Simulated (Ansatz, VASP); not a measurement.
# One calculation of Ti3Si2, two programs

```
Ti Si
1.0
     4.54899    0.00000    0.00000
     0.00000    4.54899    0.00000
     0.00000    0.00000    4.54899
Ti Si
3 2
Direct
  0.00000 0.50000 0.50000
  0.50000 0.00000 0.50000
  0.50000 0.50000 0.00000
  0.50000 0.50000 0.50000
  0.00000 0.00000 0.00000
```

Alike in both runs: functional PBE; k mesh 8 × 8 × 8; occupations gaussian, width 0.1 eV; no spin polarisation.

Ansatz relaxed the structure, and its values are those at the end. VASP's run is a single point on that final structure, the one shown.

|  | VASP | Ansatz |
| --- | --- | --- |
| version | VASP 6.6.1 | Ansatz 0.2.0 |
| potentials or method | VASP PAW PBE potentials, release 64 (Ti_sv, Si), cutoff 520 eV | scalar-relativistic, plane waves, PAW |
| valence electrons in the cell | 44 | 44 |

|  | VASP | Ansatz | Ansatz less VASP |
| --- | --- | --- | --- |
| gap on the k mesh at the Fermi level (eV) | none | none | - |
| pressure (GPa) | 0.0 | 0.0 | -0.02 |

A gap of «none» marks a metal or a gap that the smearing closes. With one functional, cell and mesh, what is left measures potentials, basis and numerics.
